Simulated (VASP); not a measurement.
# Ti4C in VASP: single point with PBE

Aim: the single point of Ti4C with PBE.

Program: VASP 6.6.1. These are calculated values, not measurements. Logs are shortened: lines on timing, memory, paths and dates and some standing lists are left out, and cuts for length are marked.

## (1) The cell of the first run

The cell holds a slab with vacuum, 5 atoms: a = 3.255 Å, b = 3.255 Å, c = 20.179 Å, α = 90.00°, β = 90.00°, γ = 90.00°.

## (2) Single point, PBE

File INCAR:

```
SYSTEM = Ti4C
ALGO = Normal
DIPOL = 0.5 0.5 0.348
EDIFF = 1E-6
ENCUT = 520
GGA = PE
IDIPOL = 3
ISIF = 2
ISMEAR = 0
LASPH = .TRUE.
LCHARG = .FALSE.
LDIPOL = .TRUE.
LREAL = .FALSE.
LWAVE = .FALSE.
NBANDS = 34
NELM = 100
PREC = Accurate
SIGMA = 0.1
```

File KPOINTS:

```
k-points
0
G
  8 8 1
  0 0 0
```

File POSCAR:

```
Ti4C
1.0
    3.2553359278      0.0000000000      0.0000000000
    0.0000000000      3.2553359278      0.0000000000
    0.0000000000      0.0000000000     20.1793674396
Ti C
4 1
Direct
    0.5000000000      0.5000000000      0.1982222690
    0.0000000000      0.0000000000      0.2788822782
    0.5000000000      0.5000000000      0.3551865237
    0.0000000000      0.0000000000      0.4301109767
    0.0000000000      0.5000000000      0.4774599612
```

Potentials or basis: VASP PAW PBE potentials, release 64 (Ti_sv, C).

On the command line:

```console
$ cat potpaw_PBE.64/Ti_sv/POTCAR potpaw_PBE.64/C/POTCAR > POTCAR
$ mpirun -np 1 vasp_std > vasp.out
```

OUTCAR:

```text
SYSTEM = Ti4C
   EDIFF = 1E-6
   ENCUT = 520
   GGA = PE
   ISIF = 2
   ISMEAR = 0
   LASPH = .TRUE.
   LREAL = .FALSE.
   NELM = 100
   PREC = Accurate

 ion  position               nearest neighbor table
   1  0.500  0.500  0.198-   2 2.82   2 2.82   2 2.82   2 2.82
   2  0.000  0.000  0.279-   3 2.77   3 2.77   3 2.77   3 2.77   1 2.82   1 2.82   1 2.82   1 2.82

   3  0.500  0.500  0.355-   4 2.75   4 2.75   4 2.75   4 2.75   2 2.77   2 2.77   2 2.77   2 2.77

   4  0.000  0.000  0.430-   5 1.89   5 1.89   3 2.75   3 2.75   3 2.75   3 2.75
   5  0.000  0.500  0.477-   4 1.89   4 1.89

  LATTYP: Found a simple tetragonal cell.
 ALAT       =     3.2553359278
 C/A-ratio  =     6.1988587007

  Lattice vectors:

 A1 = (   3.2553359278,   0.0000000000,   0.0000000000)
 A2 = (   0.0000000000,   3.2553359278,   0.0000000000)
 A3 = (   0.0000000000,   0.0000000000,  20.1793674396)

Analysis of symmetry for initial positions (statically):
=====================================================================
 Subroutine PRICEL returns:
 Original cell was already a primitive cell.

 Routine SETGRP: Setting up the symmetry group for a
 simple tetragonal supercell.

 Subroutine GETGRP returns: Found  4 space group operations
 (whereof  4 operations were pure point group operations)
 out of a pool of 16 trial point group operations.

The static configuration has the point symmetry C_2v.

Analysis of symmetry for dynamics (positions and initial velocities):
=====================================================================
 Subroutine PRICEL returns:
 Original cell was already a primitive cell.

 Routine SETGRP: Setting up the symmetry group for a
 simple tetragonal supercell.

 Subroutine GETGRP returns: Found  4 space group operations
 (whereof  4 operations were pure point group operations)
 out of a pool of 16 trial point group operations.

The dynamic configuration has the point symmetry C_2v.

 Subroutine INISYM returns: Found  4 space group operations
 (whereof  4 operations are pure point group operations),
 and found     1 'primitive' translations

----------------------------------------------------------------------------------------

                                     Primitive cell

  volume of cell :     213.8450

  direct lattice vectors                    reciprocal lattice vectors
     3.255335928  0.000000000  0.000000000     0.307187959  0.000000000  0.000000000
     0.000000000  3.255335928  0.000000000     0.000000000  0.307187959  0.000000000
     0.000000000  0.000000000 20.179367440     0.000000000  0.000000000  0.049555567

  length of vectors
     3.255335928  3.255335928 20.179367440     0.307187959  0.307187959  0.049555567

  position of ions in fractional coordinates (direct lattice)
     0.500000000  0.500000000  0.198222269
     0.000000000  0.000000000  0.278882278
     0.500000000  0.500000000  0.355186524
     0.000000000  0.000000000  0.430110977
     0.000000000  0.500000000  0.477459961

  ion indices of the primitive-cell ions
   primitive index   ion index
                 1           1
                 2           2
                 3           3
                 4           4
                 5           5

----------------------------------------------------------------------------------------

 KPOINTS: k-points

Automatic generation of k-mesh.
 Grid dimensions read from file:
 generate k-points for:    8    8    1

 Generating k-lattice:

  Cartesian coordinates                     Fractional coordinates (reciprocal lattice)
     0.038398495  0.000000000  0.000000000     0.125000000  0.000000000  0.000000000
     0.000000000  0.038398495  0.000000000     0.000000000  0.125000000  0.000000000
     0.000000000  0.000000000  0.049555567     0.000000000  0.000000000  1.000000000

  Length of vectors
     0.038398495  0.038398495  0.049555567

  Shift w.r.t. Gamma in fractional coordinates (k-lattice)
     0.000000000  0.000000000  0.000000000

 Subroutine IBZKPT returns following result:
 ===========================================

 Found     25 irreducible k-points:

 Following reciprocal coordinates:
            Coordinates               Weight
  0.000000  0.000000  0.000000      1.000000
  0.125000  0.000000  0.000000      2.000000
  0.000000  0.125000  0.000000      2.000000
  0.250000  0.000000  0.000000      2.000000
  0.000000  0.250000  0.000000      2.000000
  0.375000  0.000000  0.000000      2.000000
[... 16 lines left out ...]
  0.500000  0.375000  0.000000      2.000000
 -0.375000  0.500000  0.000000      2.000000
   k-points           NKPTS =     25   k-points in BZ     NKDIM =     25   number of bands    NBANDS=     34
   number of dos      NEDOS =    301   number of ions     NIONS =      5
   total plane-waves  NPLWV =  86400
   dimension x,y,z NGX =    24 NGY =   24 NGZ =  150
   dimension x,y,z NGXF=    48 NGYF=   48 NGZF=  300
   ions per type =               4   1
   NGX,Y,Z   is equivalent  to a cutoff of  12.26, 12.26, 12.36 a.u.
   NGXF,Y,Z  is equivalent  to a cutoff of  24.51, 24.51, 24.72 a.u.
 SYSTEM =  Ti4C
   PREC   = accura    normal or accurate (medium, high low for compatibility)
   ISTART =      0    job   : 0-new  1-cont  2-samecut
   ICHARG =      2    charge: 1-file 2-atom 10-const
   ISPIN  =      1    spin polarized calculation?
   LNONCOLLINEAR =      F non collinear calculations
   LSORBIT =      F    spin-orbit coupling
   LASPH  =      T    aspherical Exc in radial PAW
   ENCUT  =  520.0 eV  38.22 Ry    6.18 a.u.   6.05  6.05 37.52*2*pi/ulx,y,z
   NELM   =    100;   NELMIN=  2; NELMDL= -5     # of ELM steps
   EDIFF  = 0.1E-05   stopping-criterion for ELM
   LREAL  =      F    real-space projection
   EDIFFG = 0.1E-04   stopping-criterion for IOM
   NSW    =      0    number of steps for IOM
   IBRION =     -1    ionic relax: 0-MD 1-quasi-New 2-CG
   NFREE  =      0    steps in history (QN), initial steepest desc. (CG)
   ISIF   =      2    stress and relaxation
   ISYM   =      2    0-nonsym 1-usesym 2-fastsym
   POTIM  = 0.5000    time-step for ionic-motion
   TEBEG  =    0.0;   TEEND  =   0.0 temperature during run
   PSTRESS=    0.0 pullay stress
   NELECT =      52.0000    total number of electrons
   NUPDOWN=      -1.0000    fix difference up-down
   EMIN   =  10.00;   EMAX   =-10.00  energy-range for DOS
   EFERMI =   0.00;   METHOD = LEGACY
   ISMEAR =     0;   SIGMA  =   0.10  broadening in eV -4-tet -1-fermi 0-gaus
   EFERMI_NEDOS =   21; number of points for ismear=-14 and -15
   IALGO  =     38    algorithm
   IMIX   =      4    mixing-type and parameters
     AMIX     =   0.40;   BMIX     =  1.00
     AMIX_MAG =   1.60;   BMIX_MAG =  1.00
  volume/ion in A,a.u.               =      42.77       288.62
  Fermi-wavevector in a.u.,A,eV,Ry     =   1.021824  1.930968 14.206181  1.044125
  Thomas-Fermi vector in A             =   2.155470
   LORBIT       =      0    0 simple, 1 ext, 2 COOP (PROOUT), +10 PAW based schemes
   GGA     = PE    functional components
   LHFCALC =     F    Hartree Fock is set to
   AEXX    =    0.0000 exact exchange contribution
   IVDW    =     0    specifies the selected vdW correction
   LEPSILON=     F    determine dielectric tensor
   LRPA    =     F    only Hartree local field effects (RPA)
 non-spin polarized calculation
 Gauss-broadening in eV      SIGMA  =   0.10
  energy-cutoff  :      520.00
  volume of cell :      213.85
 maximum number of plane-waves:      5808
   NGX = 13   NGY = 13   NGZ = 75

 dipolmoment           0.000000      0.000000     -0.005057 electrons x Angstroem

 number of electron      52.0000024 magnetization

 dipolmoment           0.000000      0.000000      0.201495 electrons x Angstroem

 Free energy of the ion-electron system (eV)
  ---------------------------------------------------
  ext. energy  EPLUGINS =         0.00000000
  ---------------------------------------------------
  free energy    TOTEN  =       -36.01416025 eV

  energy without entropy =      -35.97402863  energy(sigma->0) =      -35.99409444

 E-fermi :  -0.4359     XC(G=0):  -5.0275

 val. band max:       -0.4679198769   @ k =   0.0000   0.2500   0.0000
 cond. band min:      -0.4308165074   @ k =   0.5000   0.5000   0.0000
 fundamental gap:      0.0371033695
 Fermi energy:        -0.4359152376

 k-point     1 :       0.0000    0.0000    0.0000
  band No.  band energies     occupation
      1     -57.4930      2.00000
      2     -56.8663      2.00000
      3     -56.6733      2.00000
      4     -56.1509      2.00000
      5     -33.8458      2.00000
      6     -33.6551      2.00000
[... 26 lines left out ...]
     33       1.4030      0.00000
     34       1.7765      0.00000

 k-point     2 :       0.1250    0.0000    0.0000
  band No.  band energies     occupation
      1     -57.4910      2.00000
      2     -56.8602      2.00000
      3     -56.6759      2.00000
      4     -56.1506      2.00000
      5     -33.8472      2.00000
      6     -33.6611      2.00000
[... 26 lines left out ...]
     33       1.4520      0.00000
     34       1.8240      0.00000

 k-point     3 :       0.0000    0.1250    0.0000
  band No.  band energies     occupation
      1     -57.4909      2.00000
      2     -56.8602      2.00000
      3     -56.6759      2.00000
      4     -56.1501      2.00000
      5     -33.8473      2.00000
      6     -33.6756      2.00000
[... 26 lines left out ...]
     33       1.3178      0.00000
     34       1.8292      0.00000
[... 704 lines left out ...]
 k-point    23 :       0.5000    0.3750    0.0000
  band No.  band energies     occupation
      1     -57.4708      2.00000
      2     -56.8086      2.00000
      3     -56.6882      2.00000
      4     -56.1372      2.00000
      5     -33.8210      2.00000
      6     -33.7657      2.00000
[... 26 lines left out ...]
     33       1.9056      0.00000
     34       2.3845      0.00000

 k-point    24 :      -0.3750    0.5000    0.0000
  band No.  band energies     occupation
      1     -57.4708      2.00000
      2     -56.8086      2.00000
      3     -56.6882      2.00000
      4     -56.1367      2.00000
      5     -33.8207      2.00000
      6     -33.7791      2.00000
[... 26 lines left out ...]
     33       1.8692      0.00000
     34       2.3575      0.00000

 [... further k-points ...]

------------------------ aborting loop because EDIFF is reached ----------------------------------------

 vacuum level on the upper side and lower side of the slab       (xc-potential included)         1.666        -1.760

  FORCE on cell =-STRESS in cart. coord.  units (eV):
  Direction    XX          YY          ZZ          XY          YZ          ZX
  --------------------------------------------------------------------------------------
  -------------------------------------------------------------------------------------
  Total       -0.8792839      4.0375552     -0.0851190      0.0000000      0.0000000      0.0000000
  in kB       -6.5878016     30.2503137     -0.6377314      0.0000000      0.0000000      0.0000000
  external PRESSURE =       7.6749269 kB  Pullay stress =       0.0000000 kB

 VOLUME and BASIS-vectors are now :
 -----------------------------------------------------------------------------
  energy-cutoff  :      520.00
  volume of cell :      213.85
      direct lattice vectors                 reciprocal lattice vectors
     3.255335928  0.000000000  0.000000000     0.307187959  0.000000000  0.000000000
     0.000000000  3.255335928  0.000000000     0.000000000  0.307187959  0.000000000
     0.000000000  0.000000000 20.179367440     0.000000000  0.000000000  0.049555567

 POSITION                                       TOTAL-FORCE (eV/Angst)
 -----------------------------------------------------------------------------------
      1.62767      1.62767      4.00000         0.000000      0.000000      0.521224
      0.00000      0.00000      5.62767         0.000000      0.000000     -0.749138
      1.62767      1.62767      7.16744         0.000000      0.000000     -0.039590
      0.00000      0.00000      8.67937         0.000000      0.000000      0.247637
      0.00000      1.62767      9.63484         0.000000      0.000000      0.019867
 -----------------------------------------------------------------------------------
    total drift:                                0.000000      0.000000     -0.000027

  FREE ENERGIE OF THE ION-ELECTRON SYSTEM (eV)
  ---------------------------------------------------
  free  energy   TOTEN  =       -36.0141602509 eV

  energy  without entropy=      -35.9740286257  energy(sigma->0) =      -35.99409444

 vacuum level on the upper side and lower side of the slab         6.210         2.685
```

Wall time 2 min (1 thread of Intel Xeon 6975P-C (Granite Rapids), shared host); peak memory 0.36 GiB.

What came out:

```
Free energy            : -36.0142 eV
Largest force          : 0.749 eV/Å
Band gap on the k mesh : zero (band 26 reaches 0.02 eV, above the bottom of band 27 at -0.62 eV)
```

Forces on the atoms (eV/Å):
```
Ti   0.000  0.000  0.521
Ti   0.000  0.000 -0.749
Ti   0.000  0.000 -0.040
Ti   0.000  0.000  0.248
C    0.000  0.000  0.020
```
